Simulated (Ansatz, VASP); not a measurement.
**TlBr: VASP beside Ansatz**

```xyz
2
Lattice="3.9784 0.0000 0.0000 0.0000 3.9784 0.0000 0.0000 0.0000 3.9784" Properties=species:S:1:pos:R:3 pbc="T T T"
Tl    0.0000    0.0000    0.0000
Br    1.9892    1.9892    1.9892
```

Alike in both runs: task single point; functional PBE; k mesh 7 × 7 × 7; no spin polarisation.

```csv
,VASP,Ansatz
version,VASP 6.6.1,Ansatz 0.2.0
potentials or method,"VASP PAW PBE potentials, release 64 (Tl_d, Br), cutoff 500 eV",PAW plane waves
occupations,"fermi-dirac, width 0.1 eV",fermi-dirac
valence electrons in the cell,20,20
```

```tsv
	VASP	Ansatz	Ansatz less VASP
pressure (GPa)	1.2	1.3	+0.03
```

Spin-orbit coupling is off throughout.
